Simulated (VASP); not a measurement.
# KCl in VASP: notebook

The runs below take KCl through single point, with PBEsol.

All numbers are computed with VASP 6.6.1; they aren't measurements. Logs are shortened: lines on timing, memory, paths and dates and some standing lists are left out, and cuts for length are marked.

**1. The cell of the first run**

It takes space group Pm-3m (No. 221, cubic). The conventional cell has a = 3.705 Å, b = 3.705 Å, c = 3.705 Å, α = 90.00°, β = 90.00°, γ = 90.00°. Within 4.2 Å of K (site symmetry m-3m) lie 8 Cl at 3.21 Å and 6 K at 3.71 Å. Cl (site symmetry m-3m) has 8 K at 3.21 Å and 6 Cl at 3.71 Å within 4.2 Å.

**2. Single point, PBEsol (volume scaled by 1.06)**

Input file INCAR:

```
ALGO = Normal
EDIFF = 1E-7
ENCUT = 520
GGA = PS
ISIF = 2
ISMEAR = -1
LASPH = True
LCHARG = False
LREAL = False
LWAVE = False
NBANDS = 15
NELM = 80
PREC = Accurate
SIGMA = 0.02
```

Input file KPOINTS:

```
k-points
0
Gamma
  7 7 7
```

Input file POSCAR:

```
KCl
1.0
    3.7052729967      0.0000000000      0.0000000000
    0.0000000000      3.7052729967      0.0000000000
    0.0000000000      0.0000000000      3.7052729967
K Cl
1 1
Direct
    0.0000000000      0.0000000000      0.0000000000
    0.5000000000      0.5000000000      0.5000000000
```

Potentials or basis: VASP PAW PBE potentials, release 64 (K_sv, Cl).

Started as:

```sh
$ cat potpaw_PBE.64/K_sv/POTCAR potpaw_PBE.64/Cl/POTCAR > POTCAR
$ mpirun -np 1 vasp_std > vasp.out
```

OUTCAR:

```text
EDIFF = 1E-7
   ENCUT = 520
   GGA = PS
   ISIF = 2
   ISMEAR = -1
   LASPH = True
   LREAL = False
   NELM = 80
   PREC = Accurate

 ion  position               nearest neighbor table
   1  0.000  0.000  0.000-   2 3.21   2 3.21   2 3.21   2 3.21   2 3.21   2 3.21   2 3.21   2 3.21

   2  0.500  0.500  0.500-   1 3.21   1 3.21   1 3.21   1 3.21   1 3.21   1 3.21   1 3.21   1 3.21

  LATTYP: Found a simple cubic cell.
 ALAT       =     3.7052729967

  Lattice vectors:

 A1 = (   3.7052729967,   0.0000000000,   0.0000000000)
 A2 = (   0.0000000000,   3.7052729967,   0.0000000000)
 A3 = (   0.0000000000,   0.0000000000,   3.7052729967)

Analysis of symmetry for initial positions (statically):
=====================================================================
 Subroutine PRICEL returns:
 Original cell was already a primitive cell.

 Routine SETGRP: Setting up the symmetry group for a
 simple cubic supercell.

 Subroutine GETGRP returns: Found 48 space group operations
 (whereof 48 operations were pure point group operations)
 out of a pool of 48 trial point group operations.

The static configuration has the point symmetry O_h .

Analysis of symmetry for dynamics (positions and initial velocities):
=====================================================================
 Subroutine PRICEL returns:
 Original cell was already a primitive cell.

 Routine SETGRP: Setting up the symmetry group for a
 simple cubic supercell.

 Subroutine GETGRP returns: Found 48 space group operations
 (whereof 48 operations were pure point group operations)
 out of a pool of 48 trial point group operations.

The dynamic configuration has the point symmetry O_h .

 Subroutine INISYM returns: Found 48 space group operations
 (whereof 48 operations are pure point group operations),
 and found     1 'primitive' translations

----------------------------------------------------------------------------------------

                                     Primitive cell

  volume of cell :      50.8699

  direct lattice vectors                    reciprocal lattice vectors
     3.705272997  0.000000000  0.000000000     0.269885647  0.000000000  0.000000000
     0.000000000  3.705272997  0.000000000     0.000000000  0.269885647  0.000000000
     0.000000000  0.000000000  3.705272997     0.000000000  0.000000000  0.269885647

  length of vectors
     3.705272997  3.705272997  3.705272997     0.269885647  0.269885647  0.269885647

  position of ions in fractional coordinates (direct lattice)
     0.000000000  0.000000000  0.000000000
     0.500000000  0.500000000  0.500000000

  ion indices of the primitive-cell ions
   primitive index   ion index
                 1           1
                 2           2

----------------------------------------------------------------------------------------

 KPOINTS: k-points

Automatic generation of k-mesh.
 Grid dimensions read from file:
 generate k-points for:    7    7    7

 Generating k-lattice:

  Cartesian coordinates                     Fractional coordinates (reciprocal lattice)
     0.038555092  0.000000000  0.000000000     0.142857143  0.000000000  0.000000000
     0.000000000  0.038555092  0.000000000     0.000000000  0.142857143  0.000000000
     0.000000000  0.000000000  0.038555092     0.000000000  0.000000000  0.142857143

  Length of vectors
     0.038555092  0.038555092  0.038555092

  Shift w.r.t. Gamma in fractional coordinates (k-lattice)
     0.000000000  0.000000000  0.000000000

 Subroutine IBZKPT returns following result:
 ===========================================

 Found     20 irreducible k-points:

 Following reciprocal coordinates:
            Coordinates               Weight
  0.000000  0.000000  0.000000      1.000000
  0.142857  0.000000  0.000000      6.000000
  0.285714  0.000000  0.000000      6.000000
  0.428571  0.000000  0.000000      6.000000
  0.142857  0.142857  0.000000     12.000000
  0.285714  0.142857  0.000000     24.000000
[... 12 lines left out ...]
  0.428571  0.428571  0.285714     24.000000
  0.428571  0.428571  0.428571      8.000000
   k-points           NKPTS =     20   k-points in BZ     NKDIM =     20   number of bands    NBANDS=     15
   number of dos      NEDOS =    301   number of ions     NIONS =      2
   total plane-waves  NPLWV =  21952
   dimension x,y,z NGX =    28 NGY =   28 NGZ =   28
   dimension x,y,z NGXF=    56 NGYF=   56 NGZF=   56
   ions per type =               1   1
   NGX,Y,Z   is equivalent  to a cutoff of  12.56, 12.56, 12.56 a.u.
   NGXF,Y,Z  is equivalent  to a cutoff of  25.13, 25.13, 25.13 a.u.
 SYSTEM =  unknown system
   PREC   = accura    normal or accurate (medium, high low for compatibility)
   ISTART =      0    job   : 0-new  1-cont  2-samecut
   ICHARG =      2    charge: 1-file 2-atom 10-const
   ISPIN  =      1    spin polarized calculation?
   LNONCOLLINEAR =      F non collinear calculations
   LSORBIT =      F    spin-orbit coupling
   LASPH  =      T    aspherical Exc in radial PAW
   ENCUT  =  520.0 eV  38.22 Ry    6.18 a.u.   6.89  6.89  6.89*2*pi/ulx,y,z
   NELM   =     80;   NELMIN=  2; NELMDL= -5     # of ELM steps
   EDIFF  = 0.1E-06   stopping-criterion for ELM
   LREAL  =      F    real-space projection
   EDIFFG = 0.1E-05   stopping-criterion for IOM
   NSW    =      0    number of steps for IOM
   IBRION =     -1    ionic relax: 0-MD 1-quasi-New 2-CG
   NFREE  =      0    steps in history (QN), initial steepest desc. (CG)
   ISIF   =      2    stress and relaxation
   ISYM   =      2    0-nonsym 1-usesym 2-fastsym
   POTIM  = 0.5000    time-step for ionic-motion
   TEBEG  =    0.0;   TEEND  =   0.0 temperature during run
   PSTRESS=    0.0 pullay stress
   NELECT =      16.0000    total number of electrons
   NUPDOWN=      -1.0000    fix difference up-down
   EMIN   =  10.00;   EMAX   =-10.00  energy-range for DOS
   EFERMI =   0.00;   METHOD = LEGACY
   ISMEAR =    -1;   SIGMA  =   0.02  broadening in eV -4-tet -1-fermi 0-gaus
   EFERMI_NEDOS =   21; number of points for ismear=-14 and -15
   IALGO  =     38    algorithm
   IMIX   =      4    mixing-type and parameters
     AMIX     =   0.40;   BMIX     =  1.00
     AMIX_MAG =   1.60;   BMIX_MAG =  1.00
  volume/ion in A,a.u.               =      25.43       171.64
  Fermi-wavevector in a.u.,A,eV,Ry     =   1.113340  2.103908 16.864785  1.239527
  Thomas-Fermi vector in A             =   2.249924
   LORBIT       =      0    0 simple, 1 ext, 2 COOP (PROOUT), +10 PAW based schemes
   GGA     = PS    functional components
   LHFCALC =     F    Hartree Fock is set to
   AEXX    =    0.0000 exact exchange contribution
   IVDW    =     0    specifies the selected vdW correction
   LEPSILON=     F    determine dielectric tensor
   LRPA    =     F    only Hartree local field effects (RPA)
 non-spin polarized calculation
  energy-cutoff  :      520.00
  volume of cell :       50.87
 maximum number of plane-waves:      1385
 NGX is ok and might be reduce to    28
   NGX = 13   NGY = 13   NGZ = 13

 number of electron      15.9999993 magnetization

 Free energy of the ion-electron system (eV)
  ---------------------------------------------------
  ext. energy  EPLUGINS =         0.00000000
  ---------------------------------------------------
  free energy    TOTEN  =        -6.91190746 eV

  energy without entropy =       -6.91190746  energy(sigma->0) =       -6.91190746

 E-fermi :   0.1366     XC(G=0):  -8.7552

 val. band max:       -0.3759413055   @ k =   0.4286   0.4286   0.0000
 cond. band min:       4.7274055547   @ k =   0.0000   0.0000   0.0000
 fundamental gap:      5.1033468602
 Fermi energy:         0.1366162801

 k-point     1 :       0.0000    0.0000    0.0000
  band No.  band energies     occupation
      1     -28.0712      2.00000
      2     -13.1157      2.00000
      3     -11.4984      2.00000
      4     -11.4984      2.00000
      5     -11.4984      2.00000
      6      -0.5762      2.00000
      7      -0.5762      2.00000
      8      -0.5762      2.00000
      9       4.7274      0.00000
     10       5.9674      0.00000
     11       5.9674      0.00000
     12      10.5502      0.00000
     13      10.5502      0.00000
     14      10.5502      0.00000
     15      13.6493      0.00000

 k-point     2 :       0.1429    0.0000    0.0000
  band No.  band energies     occupation
      1     -28.0654      2.00000
      2     -13.1514      2.00000
      3     -11.4896      2.00000
      4     -11.4896      2.00000
      5     -11.4735      2.00000
      6      -1.0277      2.00000
      7      -0.5834      2.00000
      8      -0.5834      2.00000
      9       5.2387      0.00000
     10       6.1508      0.00000
     11       6.4665      0.00000
     12      10.4698      0.00000
     13      10.4698      0.00000
     14      10.6608      0.00000
     15      12.7911      0.00000

 k-point     3 :       0.2857    0.0000    0.0000
  band No.  band energies     occupation
      1     -28.0521      2.00000
      2     -13.2357      2.00000
      3     -11.4697      2.00000
      4     -11.4697      2.00000
      5     -11.4066      2.00000
      6      -1.8428      2.00000
      7      -0.6008      2.00000
      8      -0.6008      2.00000
      9       6.3323      0.00000
     10       6.6734      0.00000
     11       7.5948      0.00000
     12      10.3846      0.00000
     13      10.3846      0.00000
     14      10.9430      0.00000
     15      11.2109      0.00000

 k-point     4 :       0.4286    0.0000    0.0000
  band No.  band energies     occupation
      1     -28.0414      2.00000
      2     -13.3065      2.00000
      3     -11.4536      2.00000
      4     -11.4536      2.00000
      5     -11.3430      2.00000
      6      -2.3848      2.00000
      7      -0.6159      2.00000
      8      -0.6159      2.00000
      9       7.3540      0.00000
     10       7.4591      0.00000
     11       8.3417      0.00000
     12       9.8978      0.00000
     13      10.4510      0.00000
     14      10.4510      0.00000
     15      11.2181      0.00000
[... 235 lines left out ...]
 k-point    18 :       0.4286    0.2857    0.2857
  band No.  band energies     occupation
      1     -28.0072      2.00000
      2     -12.8371      2.00000
      3     -11.6931      2.00000
      4     -11.6293      2.00000
      5     -11.6113      2.00000
      6      -1.8707      2.00000
      7      -1.4960      2.00000
      8      -1.3014      2.00000
      9       7.4857      0.00000
     10       8.0189      0.00000
     11       8.2816      0.00000
     12       9.4553      0.00000
     13       9.6369      0.00000
     14      10.0369      0.00000
     15      12.7952      0.00000

 k-point    19 :       0.4286    0.4286    0.2857
  band No.  band energies     occupation
      1     -27.9979      2.00000
      2     -12.6999      2.00000
      3     -11.7533      2.00000
      4     -11.7239      2.00000
      5     -11.6187      2.00000
      6      -1.8299      2.00000
      7      -1.8236      2.00000
      8      -1.4052      2.00000
      9       7.2889      0.00000
     10       8.3468      0.00000
     11       8.5018      0.00000
     12       9.0525      0.00000
     13      10.3151      0.00000
     14      10.3944      0.00000
     15      12.6394      0.00000

 k-point    20 :       0.4286    0.4286    0.4286
  band No.  band energies     occupation
      1     -27.9887      2.00000
      2     -12.6124      2.00000
      3     -11.7252      2.00000
      4     -11.7244      2.00000
      5     -11.7244      2.00000
      6      -1.8979      2.00000
      7      -1.8979      2.00000
      8      -1.8433      2.00000
      9       8.1853      0.00000
     10       8.5186      0.00000
     11       8.5186      0.00000
     12       9.8903      0.00000
     13       9.9808      0.00000
     14       9.9808      0.00000
     15      12.5760      0.00000

------------------------ aborting loop because EDIFF is reached ----------------------------------------

  FORCE on cell =-STRESS in cart. coord.  units (eV):
  Direction    XX          YY          ZZ          XY          YZ          ZX
  --------------------------------------------------------------------------------------
  -------------------------------------------------------------------------------------
  Total        0.2147156      0.2147156      0.2147156     -0.0000000      0.0000000     -0.0000000
  in kB        6.7625976      6.7625976      6.7625976     -0.0000000      0.0000000     -0.0000000
  external PRESSURE =       6.7625976 kB  Pullay stress =       0.0000000 kB

 VOLUME and BASIS-vectors are now :
 -----------------------------------------------------------------------------
  energy-cutoff  :      520.00
  volume of cell :       50.87
      direct lattice vectors                 reciprocal lattice vectors
     3.705272997  0.000000000  0.000000000     0.269885647  0.000000000  0.000000000
     0.000000000  3.705272997  0.000000000     0.000000000  0.269885647  0.000000000
     0.000000000  0.000000000  3.705272997     0.000000000  0.000000000  0.269885647

 POSITION                                       TOTAL-FORCE (eV/Angst)
 -----------------------------------------------------------------------------------
      0.00000      0.00000      0.00000         0.000000      0.000000      0.000000
      1.85264      1.85264      1.85264         0.000000      0.000000      0.000000
 -----------------------------------------------------------------------------------
    total drift:                               -0.000000      0.000000      0.000000

  FREE ENERGIE OF THE ION-ELECTRON SYSTEM (eV)
  ---------------------------------------------------
  free  energy   TOTEN  =        -6.9119074598 eV

  energy  without entropy=       -6.9119074598  energy(sigma->0) =       -6.91190746
```

Run time: 16 s. Hardware: 1 thread of Intel Xeon Platinum 8259CL at 2.50GHz (Skylake/Cascade Lake), shared host; peak memory 0.15 GiB.

What came out:

- Free energy: -6.9119 eV
- Pressure: 0.7 GPa
- Band gap on the k mesh: 5.10 eV, indirect (least direct gap 5.30 eV)

Caveat: the PAW data sets were made with another functional, which shifts forces and pressure a little.

**3. Single point, PBEsol (equal xy, yz and zx shear strains of +3 %)**

Input file INCAR:

```
ALGO = Normal
EDIFF = 1E-6
ENCUT = 520
GGA = PS
ISIF = 2
ISMEAR = -1
LASPH = T
LCHARG = F
LREAL = F
LWAVE = F
NBANDS = 15
NELM = 100
PREC = Accurate
SIGMA = 0.02
```

KPOINTS is that of step 2.

Input file POSCAR:

```
KCl
1.0
    3.6340000000      0.0545100000      0.0545100000
    0.0545100000      3.6340000000      0.0545100000
    0.0545100000      0.0545100000      3.6340000000
K Cl
1 1
Direct
    0.0000000000      0.0000000000      0.0000000000
    0.5000000000      0.5000000000      0.5000000000
```

Potentials or basis: VASP PAW PBE potentials, release 64 (K_sv, Cl).

Started as:

```sh
$ cat potpaw_PBE.64/K_sv/POTCAR potpaw_PBE.64/Cl/POTCAR > POTCAR
$ mpirun -np 1 vasp_std > vasp.out
```

OUTCAR:

```text
EDIFF = 1E-6
   ENCUT = 520
   GGA = PS
   ISIF = 2
   ISMEAR = -1
   LASPH = T
   LREAL = F
   NELM = 100
   PREC = Accurate

 ion  position               nearest neighbor table
   1  0.000  0.000  0.000-   2 3.12   2 3.12   2 3.12   2 3.12   2 3.12   2 3.12
   2  0.500  0.500  0.500-   1 3.12   1 3.12   1 3.12   1 3.12   1 3.12   1 3.12

  LATTYP: Found a trigonal (rhomboedric) cell.
 ALAT       =     3.6348175580
 COS(alpha) =     0.0302114049

  Lattice vectors:

 A1 = (   3.6340000000,   0.0545100000,   0.0545100000)
 A2 = (   0.0545100000,   3.6340000000,   0.0545100000)
 A3 = (   0.0545100000,   0.0545100000,   3.6340000000)

Analysis of symmetry for initial positions (statically):
=====================================================================
 Subroutine PRICEL returns:
 Original cell was already a primitive cell.

 Routine SETGRP: Setting up the symmetry group for a
 trigonal (rhombohedral) supercell.

 Subroutine GETGRP returns: Found 12 space group operations
 (whereof 12 operations were pure point group operations)
 out of a pool of 12 trial point group operations.

[... 173 lines left out ...]
      4     -11.0664      2.00000
      5     -11.0499      2.00000
      6      -0.2561      2.00000
      7      -0.2561      2.00000
      8      -0.2136      2.00000
      9       5.3605      0.00000
     10       6.2196      0.00000
     11       6.2196      0.00000
     12      10.8934      0.00000
     13      10.8934      0.00000
     14      11.2576      0.00000
[... 401 lines left out ...]
      2     -12.7676      2.00000
      3     -11.2811      2.00000
      4     -11.1402      2.00000
      5     -11.0530      2.00000
      6      -1.7434      2.00000
      7      -1.1411      2.00000
      8      -0.4719      2.00000
      9       7.2451      0.00000
     10       8.1985      0.00000
     11       8.9012      0.00000
     12       9.6001      0.00000
     13      10.5386      0.00000
     14      10.9229      0.00000
     15      13.0158      0.00000

 [... further k-points ...]

------------------------ aborting loop because EDIFF is reached ----------------------------------------

  FORCE on cell =-STRESS in cart. coord.  units (eV):
  Direction    XX          YY          ZZ          XY          YZ          ZX
  --------------------------------------------------------------------------------------
  -------------------------------------------------------------------------------------
  Total        0.7447778      0.7447778      0.7447778     -0.0993480     -0.0993480     -0.0993480
  in kB       24.8812868     24.8812868     24.8812868     -3.3189838     -3.3189838     -3.3189838
  external PRESSURE =      24.8812868 kB  Pullay stress =       0.0000000 kB

 VOLUME and BASIS-vectors are now :
 -----------------------------------------------------------------------------
  energy-cutoff  :      520.00
  volume of cell :       47.96
      direct lattice vectors                 reciprocal lattice vectors
     3.634000000  0.054510000  0.054510000     0.275300921 -0.004068487 -0.004068487
     0.054510000  3.634000000  0.054510000    -0.004068487  0.275300921 -0.004068487
     0.054510000  0.054510000  3.634000000    -0.004068487 -0.004068487  0.275300921

 POSITION                                       TOTAL-FORCE (eV/Angst)
 -----------------------------------------------------------------------------------
      0.00000      0.00000      0.00000         0.000000      0.000000      0.000000
      1.87151      1.87151      1.87151        -0.000000     -0.000000      0.000000
 -----------------------------------------------------------------------------------
    total drift:                                0.000000      0.000000      0.000000

  FREE ENERGIE OF THE ION-ELECTRON SYSTEM (eV)
  ---------------------------------------------------
  free  energy   TOTEN  =        -6.8791788714 eV

  energy  without entropy=       -6.8791788714  energy(sigma->0) =       -6.87917887
```

stdout:

```text
POSCAR found type information on POSCAR K Cl
 POSCAR found :  2 types and       2 ions
 scaLAPACK will be used
 -----------------------------------------------------------------------------
|                                                                             |
|                                                                             |
|     You enforced a specific xc type in the INCAR file but a different       |
|     I HOPE YOU KNOW WHAT YOU ARE DOING!                                     |
|                                                                             |
 -----------------------------------------------------------------------------

 LDA part: xc-table for (Slater+PW92), standard interpolation
 POSCAR, INCAR and KPOINTS ok, starting setup
 FFT: planning ... GRIDC
 FFT: planning ... GRID_SOFT
 FFT: planning ... GRID
 WAVECAR not read
 entering main loop
```

Wall time 19 s (1 thread of AMD EPYC 7R43 (Zen 3), shared host); peak memory 0.13 GiB.

Results:

- Free energy: -6.8792 eV
- Pressure: 2.5 GPa
- Band gap on the k mesh: 5.40 eV, indirect (least direct gap 5.57 eV)

Levels at points of the mesh, in eV from the valence-band top:
| k point | band 5 | band 6 | band 7 | band 8 | band 9 | band 10 | band 11 | band 12 |
| --- | --- | --- | --- | --- | --- | --- | --- | --- |
| (0.00, 0.00, 0.00) | -11.01 | -0.22 | -0.22 | -0.18 | 5.40 | 6.26 | 6.26 | 10.93 |

Caveat: the cell differs from its parent crystal (equal xy, yz and zx shear strains of +3 %); the PAW data sets were made with another functional, which shifts forces and pressure a little. A k mesh can miss the band edges.

[end of part 1 of 2]
